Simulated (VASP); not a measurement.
# CO2 (Pa-3) in VASP: a series of runs

Runs on CO2. Level: PBE+D3(BJ). Tasks: relaxation of the atoms, single point.

Program: VASP 6.6.1. These are calculated values, not measurements. Logs are shortened: lines on timing, memory, paths and dates and some standing lists are left out, and cuts for length are marked.

**1. The cell of the first run**

It takes space group Pa-3 (No. 205, cubic). Conventional cell: a = 5.825 Å, b = 5.825 Å, c = 5.825 Å, α = 90.00°, β = 90.00°, γ = 90.00°. C (site symmetry -3) has 2 O at 1.18 Å within 1.6 Å. Within 1.6 Å of O (site symmetry 3) lie 1 C at 1.18 Å.

**2. Relaxation of the atoms, PBE+D3(BJ) (volume scaled by 1.06)**

Contents of INCAR:

```
PREC     = Accurate       # precision mode
ENCUT    = 520            # plane-wave cutoff, eV
EDIFF    = 1E-6           # SCF threshold, eV
ISMEAR   = 0              # smearing method
SIGMA    = 0.02           # smearing width, eV
LREAL    = False          # projectors in reciprocal space
LASPH    = True           # aspherical terms in the spheres
NELM     = 100            # most SCF steps
ALGO     = Normal         # electronic algorithm
ISIF     = 2              # what is computed and relaxed
LWAVE    = False          # write WAVECAR
LCHARG   = False          # write CHGCAR
GGA      = PE             # functional
IVDW     = 12             # dispersion correction
IBRION   = 2              # ionic algorithm
NSW      = 50             # ionic steps
EDIFFG   = -0.01          # ionic threshold
```

Contents of KPOINTS:

```
regular mesh
0
Gamma
  4 4 4
```

Contents of POSCAR:

```
CO2
1.0
    5.8252696222      0.0000000000      0.0000000000
    0.0000000000      5.8252696222      0.0000000000
    0.0000000000      0.0000000000      5.8252696222
C O
4 8
Direct
    0.0000000000      0.0000000000      0.0000000000
    0.5000000000      0.0000000000      0.5000000000
    0.5000000000      0.5000000000      0.0000000000
    0.0000000000      0.5000000000      0.5000000000
    0.1169854851      0.1169854851      0.1169854851
    0.3830145149      0.8830145149      0.6169854851
    0.6169854851      0.3830145149      0.8830145149
    0.8830145149      0.6169854851      0.3830145149
    0.8830145149      0.8830145149      0.8830145149
    0.6169854851      0.1169854851      0.3830145149
    0.3830145149      0.6169854851      0.1169854851
    0.1169854851      0.3830145149      0.6169854851
```

Potentials or basis: VASP PAW PBE potentials, release 64 (C, O).

Started as:

```bash
cat potpaw_PBE.64/C/POTCAR potpaw_PBE.64/O/POTCAR > POTCAR
mpirun -np 1 vasp_std > vasp.out
```

OUTCAR:

```text
PREC = Accurate
   ENCUT = 520
   EDIFF = 1E-6
   ISMEAR = 0
   LREAL = False
   LASPH = True
   NELM = 100
   ISIF = 2
   GGA = PE
   IVDW = 12
   IBRION = 2
   NSW = 50
   EDIFFG = -0.01
 IVDW          = 12

 ion  position               nearest neighbor table
   1  0.000  0.000  0.000-   5 1.18   9 1.18
   2  0.500  0.000  0.500-   6 1.18  10 1.18
   3  0.500  0.500  0.000-   7 1.18  11 1.18
   4  0.000  0.500  0.500-   8 1.18  12 1.18
   5  0.117  0.117  0.117-   1 1.18
   6  0.383  0.883  0.617-   2 1.18
   7  0.617  0.383  0.883-   3 1.18
   8  0.883  0.617  0.383-   4 1.18
   9  0.883  0.883  0.883-   1 1.18
  10  0.617  0.117  0.383-   2 1.18
  11  0.383  0.617  0.117-   3 1.18
  12  0.117  0.383  0.617-   4 1.18

  LATTYP: Found a simple cubic cell.
 ALAT       =     5.8252696222

  Lattice vectors:

 A1 = (   5.8252696222,   0.0000000000,   0.0000000000)
 A2 = (   0.0000000000,   5.8252696222,   0.0000000000)
 A3 = (   0.0000000000,   0.0000000000,   5.8252696222)

Analysis of symmetry for initial positions (statically):
=====================================================================
 Subroutine PRICEL returns:
 Original cell was already a primitive cell.

 Routine SETGRP: Setting up the symmetry group for a
 simple cubic supercell.

 Subroutine GETGRP returns: Found 24 space group operations
 (whereof  6 operations were pure point group operations)
 out of a pool of 48 trial point group operations.

The static configuration has the point symmetry S_6 .
 The point group associated with its full space group is T_h .

Analysis of symmetry for dynamics (positions and initial velocities):
=====================================================================
 Subroutine PRICEL returns:
 Original cell was already a primitive cell.

 Routine SETGRP: Setting up the symmetry group for a
 simple cubic supercell.

 Subroutine GETGRP returns: Found 24 space group operations
 (whereof  6 operations were pure point group operations)
 out of a pool of 48 trial point group operations.

The dynamic configuration has the point symmetry S_6 .
 The point group associated with its full space group is T_h .

 Subroutine INISYM returns: Found 24 space group operations
 (whereof  6 operations are pure point group operations),
 and found     1 'primitive' translations

----------------------------------------------------------------------------------------

                                     Primitive cell

  volume of cell :     197.6733

  direct lattice vectors                    reciprocal lattice vectors
     5.825269622  0.000000000  0.000000000     0.171665874  0.000000000  0.000000000
     0.000000000  5.825269622  0.000000000     0.000000000  0.171665874  0.000000000
     0.000000000  0.000000000  5.825269622     0.000000000  0.000000000  0.171665874

  length of vectors
     5.825269622  5.825269622  5.825269622     0.171665874  0.171665874  0.171665874

  position of ions in fractional coordinates (direct lattice)
     0.000000000  0.000000000  0.000000000
     0.500000000  0.000000000  0.500000000
     0.500000000  0.500000000  0.000000000
     0.000000000  0.500000000  0.500000000
     0.116985485  0.116985485  0.116985485
     0.383014515  0.883014515  0.616985485
     0.616985485  0.383014515  0.883014515
     0.883014515  0.616985485  0.383014515
     0.883014515  0.883014515  0.883014515
     0.616985485  0.116985485  0.383014515
     0.383014515  0.616985485  0.116985485
     0.116985485  0.383014515  0.616985485

  ion indices of the primitive-cell ions
   primitive index   ion index
                 1           1
                 2           2
                 3           3
                 4           4
                 5           5
                 6           6
                 7           7
                 8           8
                 9           9
                10          10
                11          11
                12          12

----------------------------------------------------------------------------------------

 KPOINTS: regular mesh

Automatic generation of k-mesh.
 Grid dimensions read from file:
 generate k-points for:    4    4    4

 Generating k-lattice:

  Cartesian coordinates                     Fractional coordinates (reciprocal lattice)
     0.042916468  0.000000000  0.000000000     0.250000000  0.000000000  0.000000000
     0.000000000  0.042916468  0.000000000     0.000000000  0.250000000  0.000000000
     0.000000000  0.000000000  0.042916468     0.000000000  0.000000000  0.250000000

  Length of vectors
     0.042916468  0.042916468  0.042916468

  Shift w.r.t. Gamma in fractional coordinates (k-lattice)
     0.000000000  0.000000000  0.000000000

 Subroutine IBZKPT returns following result:
 ===========================================

 Found     11 irreducible k-points:

 Following reciprocal coordinates:
            Coordinates               Weight
  0.000000  0.000000  0.000000      1.000000
  0.250000  0.000000  0.000000      6.000000
  0.500000  0.000000  0.000000      3.000000
  0.250000  0.250000  0.000000     12.000000
  0.500000  0.250000  0.000000      6.000000
 -0.250000  0.500000  0.000000      6.000000
  0.500000  0.500000  0.000000      3.000000
  0.250000  0.250000  0.250000      8.000000
  0.500000  0.250000  0.250000     12.000000
  0.500000  0.500000  0.250000      6.000000
  0.500000  0.500000  0.500000      1.000000
   k-points           NKPTS =     11   k-points in BZ     NKDIM =     11   number of bands    NBANDS=     39
   number of dos      NEDOS =    301   number of ions     NIONS =     12
   total plane-waves  NPLWV = 110592
   dimension x,y,z NGX =    48 NGY =   48 NGZ =   48
   dimension x,y,z NGXF=    96 NGYF=   96 NGZF=   96
   ions per type =               4   8
   NGX,Y,Z   is equivalent  to a cutoff of  13.70, 13.70, 13.70 a.u.
   NGXF,Y,Z  is equivalent  to a cutoff of  27.40, 27.40, 27.40 a.u.
 SYSTEM =  unknown system
   PREC   = accura    normal or accurate (medium, high low for compatibility)
   ISTART =      0    job   : 0-new  1-cont  2-samecut
   ICHARG =      2    charge: 1-file 2-atom 10-const
   ISPIN  =      1    spin polarized calculation?
   LNONCOLLINEAR =      F non collinear calculations
   LSORBIT =      F    spin-orbit coupling
   LASPH  =      T    aspherical Exc in radial PAW
   ENCUT  =  520.0 eV  38.22 Ry    6.18 a.u.  10.83 10.83 10.83*2*pi/ulx,y,z
   NELM   =    100;   NELMIN=  2; NELMDL= -5     # of ELM steps
   EDIFF  = 0.1E-05   stopping-criterion for ELM
   LREAL  =      F    real-space projection
   EDIFFG = -.1E-01   stopping-criterion for IOM
   NSW    =     50    number of steps for IOM
   IBRION =      2    ionic relax: 0-MD 1-quasi-New 2-CG
   NFREE  =      1    steps in history (QN), initial steepest desc. (CG)
   ISIF   =      2    stress and relaxation
   ISYM   =      2    0-nonsym 1-usesym 2-fastsym
   POTIM  = 0.5000    time-step for ionic-motion
   TEBEG  =    0.0;   TEEND  =   0.0 temperature during run
   PSTRESS=    0.0 pullay stress
   NELECT =      64.0000    total number of electrons
   NUPDOWN=      -1.0000    fix difference up-down
   EMIN   =  10.00;   EMAX   =-10.00  energy-range for DOS
   EFERMI =   0.00;   METHOD = LEGACY
   ISMEAR =     0;   SIGMA  =   0.02  broadening in eV -4-tet -1-fermi 0-gaus
   EFERMI_NEDOS =   21; number of points for ismear=-14 and -15
   IALGO  =     38    algorithm
   IMIX   =      4    mixing-type and parameters
     AMIX     =   0.40;   BMIX     =  1.00
     AMIX_MAG =   1.60;   BMIX_MAG =  1.00
  volume/ion in A,a.u.               =      16.47       111.16
  Fermi-wavevector in a.u.,A,eV,Ry     =   1.124136  2.124309 17.193429  1.263681
  Thomas-Fermi vector in A             =   2.260806
   LORBIT       =      0    0 simple, 1 ext, 2 COOP (PROOUT), +10 PAW based schemes
   GGA     = PE    functional components
   LHFCALC =     F    Hartree Fock is set to
   AEXX    =    0.0000 exact exchange contribution
   IVDW    =    12    specifies the selected vdW correction
   LEPSILON=     F    determine dielectric tensor
   LRPA    =     F    only Hartree local field effects (RPA)
 conjugate gradient relaxation of ions
 non-spin polarized calculation
 Gauss-broadening in eV      SIGMA  =   0.02
  energy-cutoff  :      520.00
  volume of cell :      197.67
 maximum number of plane-waves:      5400
 NGX is ok and might be reduce to    48
   NGX = 21   NGY = 21   NGZ = 21

--------------------------------------- Ionic step        1  -------------------------------------------

 number of electron      64.0000000 magnetization

 Free energy of the ion-electron system (eV)
  ---------------------------------------------------
  ext. energy  EPLUGINS =         0.00000000
  ---------------------------------------------------
  free energy    TOTEN  =       -92.24118933 eV

  energy without entropy =      -92.24118933  energy(sigma->0) =      -92.24118933

------------------------ aborting loop because EDIFF is reached ----------------------------------------

 Edisp (eV)   -0.73303

 E8    (eV) :    -0.1849

  FORCE on cell =-STRESS in cart. coord.  units (eV):
  Direction    XX          YY          ZZ          XY          YZ          ZX
  --------------------------------------------------------------------------------------
  -------------------------------------------------------------------------------------
  Total      -2.19606    -2.19606    -2.19606     0.00000     0.00000     0.00000
  in kB     -17.79945   -17.79945   -17.79945     0.00000     0.00000     0.00000
  external pressure =      -17.80 kB  Pullay stress =        0.00 kB
[... 81 lines left out ...]
  energy  without entropy=      -92.8204906475  energy(sigma->0) =      -92.82049065

--------------------------------------- Ionic step        3  -------------------------------------------

 number of electron      63.9999988 magnetization

 Free energy of the ion-electron system (eV)
  ---------------------------------------------------
  ext. energy  EPLUGINS =         0.00000000
  ---------------------------------------------------
  free energy    TOTEN  =       -92.25183258 eV

  energy without entropy =      -92.25183258  energy(sigma->0) =      -92.25183258

 E-fermi :  -4.1016     XC(G=0):  -7.3742

 val. band max:       -4.2454209225   @ k =   0.0000   0.0000   0.0000
 cond. band min:       2.3875888586   @ k =   0.0000   0.0000   0.0000
 fundamental gap:      6.6330097811
 Fermi energy:        -4.1016209606

 k-point     1 :       0.0000    0.0000    0.0000
  band No.  band energies     occupation
      1     -24.6461      2.00000
      2     -24.5066      2.00000
      3     -24.5066      2.00000
      4     -24.5066      2.00000
      5     -23.5528      2.00000
      6     -23.5528      2.00000
[... 494 lines left out ...]
  FREE ENERGIE OF THE ION-ELECTRON SYSTEM (eV)
  ---------------------------------------------------
  free  energy   TOTEN  =       -92.9845054158 eV

  energy  without entropy=      -92.9845054158  energy(sigma->0) =      -92.98450542

 reached required accuracy - stopping structural energy minimisation
```

Run time: 7.1 min. Hardware: 1 thread of AMD EPYC 7R13, shared host; peak memory 0.32 GiB.

What came out:

| Property | Result |
| --- | --- |
| Free energy | -92.9845 eV |
| Energy gained by relaxing | 0.9 meV/atom |
| Ionic steps | 3 |
| Pressure after relaxing | -0.5 GPa |
| Band gap on the k mesh | 6.63 eV, direct |
| Dispersion energy per atom | -0.061 eV |

The path:
| step | energy change (eV) | largest force (eV/Å) | pressure (GPa) |
| --- | --- | --- | --- |
| 1 | 0.0000 | 0.5085 | -1.78 |
| 2 | 0.1537 | 2.1495 | 4.77 |
| 3 | -0.0103 | 0.0012 | -0.51 |

Final structure:
```
CELL_PARAMETERS angstrom
5.82527 0.00000 0.00000
0.00000 5.82527 0.00000
0.00000 0.00000 5.82527
ATOMIC_POSITIONS crystal
C 0.00000 0.00000 0.00000
C 0.50000 0.00000 0.50000
C 0.50000 0.50000 0.00000
C 0.00000 0.50000 0.50000
O 0.11649 0.11649 0.11649
O 0.38351 0.88351 0.61649
O 0.61649 0.38351 0.88351
O 0.88351 0.61649 0.38351
O 0.88351 0.88351 0.88351
O 0.61649 0.11649 0.38351
O 0.38351 0.61649 0.11649
O 0.11649 0.38351 0.61649
```

Levels at points of the mesh, in eV from the valence-band top:
| k point | band 29 | band 30 | band 31 | band 32 | band 33 | band 34 | band 35 | band 36 |
| --- | --- | --- | --- | --- | --- | --- | --- | --- |
| (0.00, 0.00, 0.00) | -0.15 | -0.15 | 0.00 | 0.00 | 6.63 | 8.01 | 8.01 | 8.01 |
| (0.50, 0.00, 0.00) | -0.23 | -0.23 | -0.06 | -0.06 | 7.95 | 7.95 | 8.01 | 8.01 |
| (0.50, 0.50, 0.00) | -0.21 | -0.21 | -0.21 | -0.21 | 7.94 | 7.94 | 7.94 | 7.94 |
| (0.50, 0.50, 0.50) | -0.24 | -0.24 | -0.24 | -0.24 | 7.96 | 7.96 | 7.96 | 7.96 |

 A k mesh can miss the band edges.

[end of part 1 of 2]
